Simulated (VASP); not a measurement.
# SnSe in VASP: a series of runs, part 2 of 2

VASP 6.6.1. Earlier steps stand in the parts before.

## (3) Single point, PBEsol

This run uses another cell than the first one, of the same volume but with other edges.

INCAR

```
SYSTEM = SnSe
ALGO = Normal
EDIFF = 1E-7
ENCUT = 520
GGA = PS
ISIF = 2
ISMEAR = -1
LASPH = .TRUE.
LCHARG = .FALSE.
LREAL = .FALSE.
LWAVE = .FALSE.
NBANDS = 17
NELM = 80
PREC = Accurate
SIGMA = 0.02
```

KPOINTS

```
k-points
0
G
  6 6 6
  0 0 0
```

POSCAR

```
SnSe
1.0
   -0.0752500000      3.0100000000      3.0100000000
    3.0100000000     -0.0752500000      3.0100000000
    2.9347500000      2.9347500000      0.0000000000
Sn Se
1 1
Direct
    0.0000000000      0.0000000000      0.0000000000
    0.5000000000      0.5000000000      0.5000000000
```

Potentials or basis: VASP PAW PBE potentials, release 64 (Sn_d, Se).

Command:

```
cat potpaw_PBE.64/Sn_d/POTCAR potpaw_PBE.64/Se/POTCAR > POTCAR
mpirun -np 1 vasp_std > vasp.out
```

OUTCAR:

```text
SYSTEM = SnSe
   EDIFF = 1E-7
   ENCUT = 520
   GGA = PS
   ISIF = 2
   ISMEAR = -1
   LASPH = .TRUE.
   LREAL = .FALSE.
   NELM = 80
   PREC = Accurate

 ion  position               nearest neighbor table
   1  0.000  0.000  0.000-   2 3.01   2 3.01   2 3.01   2 3.01   2 3.01   2 3.01
   2  0.500  0.500  0.500-   1 3.01   1 3.01   1 3.01   1 3.01   1 3.01   1 3.01

  LATTYP: Found a body centered orthorhombic cell.
 ALAT       =     4.1503632522
 B/A-ratio  =     1.0512820513
 C/A-ratio  =     1.4504754486

  Lattice vectors:

 A1 = (   0.0752500000,  -3.0100000000,  -3.0100000000)
 A2 = (  -0.0752500000,   3.0100000000,  -3.0100000000)
 A3 = (   3.0100000000,  -0.0752500000,   3.0100000000)

Analysis of symmetry for initial positions (statically):
=====================================================================
 Subroutine PRICEL returns:
 Original cell was already a primitive cell.

 Routine SETGRP: Setting up the symmetry group for a
 body centered orthorhombic supercell.

 Subroutine GETGRP returns: Found  8 space group operations
 (whereof  8 operations were pure point group operations)
 out of a pool of  8 trial point group operations.
[... 156 lines left out ...]
  ext. energy  EPLUGINS =         0.00000000
  ---------------------------------------------------
  free energy    TOTEN  =        -8.98521375 eV

  energy without entropy =       -8.98521350  energy(sigma->0) =       -8.98521363

 E-fermi :   5.6651     XC(G=0):  -9.7855

 val. band max:        5.4561193645   @ k =   0.5000   0.0000   0.0000
 cond. band min:       5.8741030364   @ k =   0.0000   0.0000   0.5000
 fundamental gap:      0.4179836719
 Fermi energy:         5.6651108119

 k-point     1 :       0.0000    0.0000    0.0000
  band No.  band energies     occupation
      1     -16.0531      2.00000
      2     -16.0487      2.00000
      3     -16.0480      2.00000
      4     -16.0471      2.00000
      5     -16.0438      2.00000
      6      -8.4453      2.00000
[... 457 lines left out ...]
      4     -16.0354      2.00000
      5     -16.0299      2.00000
      6      -7.2996      2.00000
[... 9 lines left out ...]
     16      16.4847      0.00000
     17      16.8705      0.00000

 [... further k-points ...]
[... 5 lines left out ...]
  --------------------------------------------------------------------------------------
  -------------------------------------------------------------------------------------
  Total       -0.7611769     -0.7611769     -0.7776175      0.3186944      0.0000000      0.0000000
  in kB      -22.3737199    -22.3737199    -22.8569705      9.3675721      0.0000000      0.0000000
  external PRESSURE =     -22.5348034 kB  Pullay stress =       0.0000000 kB

 VOLUME and BASIS-vectors are now :
 -----------------------------------------------------------------------------
  energy-cutoff  :      520.00
  volume of cell :       54.51
      direct lattice vectors                 reciprocal lattice vectors
    -0.075250000  3.010000000  3.010000000    -0.162061421  0.162061421  0.166112957
     3.010000000 -0.075250000  3.010000000     0.162061421 -0.162061421  0.166112957
     2.934750000  2.934750000  0.000000000     0.170372263  0.170372263 -0.166112957

 POSITION                                       TOTAL-FORCE (eV/Angst)
 -----------------------------------------------------------------------------------
      0.00000      0.00000      0.00000         0.000000     -0.000000      0.000000
      2.93475      2.93475      3.01000        -0.000000      0.000000      0.000000
 -----------------------------------------------------------------------------------
    total drift:                                0.000000     -0.000000     -0.000000

  FREE ENERGIE OF THE ION-ELECTRON SYSTEM (eV)
  ---------------------------------------------------
  free  energy   TOTEN  =        -8.9852137498 eV

  energy  without entropy=       -8.9852135042  energy(sigma->0) =       -8.98521363
```

OSZICAR:

```text
N       E                     dE             d eps       ncg     rms          rms(c)
DAV:   1     0.132504455732E+03    0.13250E+03   -0.97369E+03  1603   0.143E+03
DAV:   2     0.353318342494E+01   -0.12897E+03   -0.12474E+03  1653   0.349E+02
DAV:   3    -0.882225834327E+01   -0.12355E+02   -0.12271E+02  1866   0.943E+01
DAV:   4    -0.914314697995E+01   -0.32089E+00   -0.32065E+00  1916   0.161E+01
DAV:   5    -0.915213020649E+01   -0.89832E-02   -0.89828E-02  2221   0.264E+00    0.305E+00
DAV:   6    -0.898931406845E+01    0.16282E+00   -0.39842E-01  2223   0.411E+00    0.183E+00
DAV:   7    -0.898542786438E+01    0.38862E-02   -0.67048E-02  1939   0.128E+00    0.864E-01
DAV:   8    -0.898534798016E+01    0.79884E-04   -0.67040E-03  1914   0.680E-01    0.823E-02
DAV:   9    -0.898519376753E+01    0.15421E-03   -0.11669E-03  2287   0.252E-01    0.413E-02
DAV:  10    -0.898521237068E+01   -0.18603E-04   -0.10381E-04  1897   0.695E-02    0.771E-03
DAV:  11    -0.898521373276E+01   -0.13621E-05   -0.62205E-06  2138   0.181E-02    0.223E-03
DAV:  12    -0.898521374980E+01   -0.17034E-07   -0.22724E-07  1878   0.577E-03
   1 F= -.89852137E+01 E0= -.89852136E+01  d E =-.245613E-06
```

stdout:

```text
POSCAR found type information on POSCAR SnSe
 POSCAR found :  2 types and       2 ions
 scaLAPACK will be used
 -----------------------------------------------------------------------------
|                                                                             |
|                                                                             |
|     You enforced a specific xc type in the INCAR file but a different       |
|     I HOPE YOU KNOW WHAT YOU ARE DOING!                                     |
|                                                                             |
 -----------------------------------------------------------------------------

 LDA part: xc-table for (Slater+PW92), standard interpolation
 POSCAR, INCAR and KPOINTS ok, starting setup
 FFT: planning ... GRIDC
 FFT: planning ... GRID_SOFT
 FFT: planning ... GRID
 WAVECAR not read
 entering main loop
```

Run time: 18 s. Hardware: 1 thread of AMD EPYC 9R45 (Zen 5), shared host; peak memory 0.17 GiB.

What came out:

| Item | Value |
| --- | --- |
| Free energy | -8.9852 eV |
| Pressure | -2.3 GPa |
| Band gap on the k mesh | 0.42 eV, indirect (least direct gap 0.66 eV) |

Stress tensor (GPa, compression positive):
```
-2.24  0.94  0.00
 0.94 -2.24  0.00
 0.00  0.00 -2.29
```

Caveat: the PAW data sets were made with another functional, which shifts forces and pressure a little; spin-orbit coupling is left out, which moves the levels of the heavy elements.

## (4) Single point, PBEsol

INCAR

```
PREC = Accurate
ENCUT = 520
EDIFF = 1E-7
ISMEAR = -1
SIGMA = 0.02
LREAL = F
LASPH = T
NELM = 100
ALGO = Normal
ISIF = 2
LWAVE = F
LCHARG = T
GGA = PS
LELF = T
LVHAR = T
NBANDS = 17
```

KPOINTS

```
regular mesh
0
Gamma
  6 6 6
```

POSCAR

```
SnSe
1.0
   -0.0501666667      3.0100000000      3.0100000000
    3.0100000000     -0.0501666667      3.0100000000
    2.9598333333      2.9598333333      0.0000000000
Sn Se
1 1
Direct
    0.0000000000      0.0000000000      0.0000000000
    0.5000000000      0.5000000000      0.5000000000
```

Command:

```
cat potpaw_PBE.64/Sn_d/POTCAR potpaw_PBE.64/Se/POTCAR > POTCAR
mpirun -np 1 vasp_std > vasp.out
```

Wall time 18 s (1 thread of AMD EPYC 9R45 (Zen 5), shared host); peak memory 0.17 GiB.

Results (log left out):

* Free energy: -8.9894 eV
* Pressure: -2.3 GPa
* Band gap on the k mesh: 0.49 eV, indirect (least direct gap 0.65 eV)

Stress tensor (GPa, compression positive):
```
-2.25  0.62  0.00
 0.62 -2.25  0.00
 0.00  0.00 -2.27
```

Levels at points of the mesh, in eV from the valence-band top:
```
           k point  band 8  band 9  band 10  band 11  band 12  band 13
(0.00, 0.00, 0.00)   -2.31   -2.18    -2.03     4.28     4.30     4.34
(0.50, 0.00, 0.00)   -1.92   -1.83     0.00     0.66     1.27     1.38
(0.50, 0.50, 0.00)   -5.49   -3.80    -3.46     2.95     5.30     5.38
(0.00, 0.00, 0.50)   -2.02   -1.94    -0.16     0.49     1.09     1.20
(0.50, 0.00, 0.50)   -5.49   -3.64    -3.63     2.94     5.27     5.34
```

Caveat: the PAW data sets were made with another functional, which shifts forces and pressure a little; spin-orbit coupling is left out, which moves the levels of the heavy elements. A k mesh can miss the band edges.

## (5) Single point, PBEsol

INCAR

```
SYSTEM = SnSe
PREC = Accurate ; ENCUT = 520
EDIFF = 1E-6 ; ISMEAR = -1
SIGMA = 0.02 ; LREAL = .FALSE.
LASPH = .TRUE. ; NELM = 100
ALGO = Normal ; ISIF = 2
LWAVE = .FALSE. ; LCHARG = .FALSE.
GGA = PS ; NBANDS = 17
```

KPOINTS

```
regular mesh
0
G
  6 6 6
  0 0 0
```

POSCAR

```
SnSe
1.0
   -0.0250833333      3.0100000000      3.0100000000
    3.0100000000     -0.0250833333      3.0100000000
    2.9849166667      2.9849166667      0.0000000000
Sn Se
1 1
Direct
    0.0000000000      0.0000000000      0.0000000000
    0.5000000000      0.5000000000      0.5000000000
```

Command:

```
cat potpaw_PBE.64/Sn_d/POTCAR potpaw_PBE.64/Se/POTCAR > POTCAR
mpirun -np 1 vasp_std > vasp.out
```

Run time: 17 s. Hardware: 1 thread of AMD EPYC 9R45 (Zen 5), shared host; peak memory 0.17 GiB.

It converged, with:

```
Free energy            : -8.9919 eV
Pressure               : -2.3 GPa
Band gap on the k mesh : 0.56 eV, indirect (least direct gap 0.65 eV)
```

Stress tensor (GPa, compression positive):
```
-2.25  0.31  0.00
 0.31 -2.25  0.00
 0.00  0.00 -2.26
```

Levels at points of the mesh, in eV from the valence-band top:
| k point | band 6 | band 7 | band 8 | band 9 | band 10 | band 11 | band 12 | band 13 | band 14 | band 15 |
| --- | --- | --- | --- | --- | --- | --- | --- | --- | --- | --- |
| (0.00, 0.00, 0.00) | -13.84 | -5.07 | -2.21 | -2.14 | -2.07 | 4.32 | 4.33 | 4.35 | 5.74 | 5.85 |
| (0.50, 0.00, 0.00) | -12.91 | -8.06 | -1.89 | -1.85 | 0.00 | 0.65 | 1.28 | 1.34 | 8.15 | 9.91 |
| (0.50, 0.50, 0.00) | -12.63 | -5.99 | -5.46 | -3.69 | -3.52 | 2.97 | 5.35 | 5.39 | 5.97 | 10.51 |
| (0.00, 0.00, 0.50) | -12.89 | -8.00 | -1.94 | -1.90 | -0.08 | 0.56 | 1.19 | 1.25 | 8.18 | 10.05 |
| (0.50, 0.00, 0.50) | -12.62 | -5.99 | -5.46 | -3.60 | -3.60 | 2.97 | 5.35 | 5.37 | 5.98 | 10.49 |

Caveat: the PAW data sets were made with another functional, which shifts forces and pressure a little; spin-orbit coupling is left out, which moves the levels of the heavy elements. A k mesh can miss the band edges.

## (6) Summary

| cell | gap on the mesh (eV) | pressure (GPa) |
| --- | --- | --- |
| a = 4.257 Å, angles 60.0°, 2 atoms | 0.65 | -2.3 |
| a = 4.257, b = 4.257, c = 4.150 Å, angles 60.8, 60.8, 61.7°, 2 atoms | 0.42 | -2.3 |
| a = 4.257, b = 4.257, c = 4.186 Å, angles 60.6, 60.6, 61.1°, 2 atoms | 0.49 | -2.3 |
| a = 4.257, b = 4.257, c = 4.221 Å, angles 60.3, 60.3, 60.6°, 2 atoms | 0.56 | -2.3 |

Alike in all rows: task single point; level PBEsol; potentials or basis VASP PAW PBE potentials, release 64 (Sn_d, Se); no spin polarisation; k mesh 6 × 6 × 6; cutoff (eV) 520; smearing fermi-dirac 0.02 eV.

Caveats: the PAW data sets were made with another functional, which shifts forces and pressure a little; spin-orbit coupling is left out, which moves the levels of the heavy elements.

Total energies depend on the potentials used, so only differences within one code and one set of settings carry meaning.
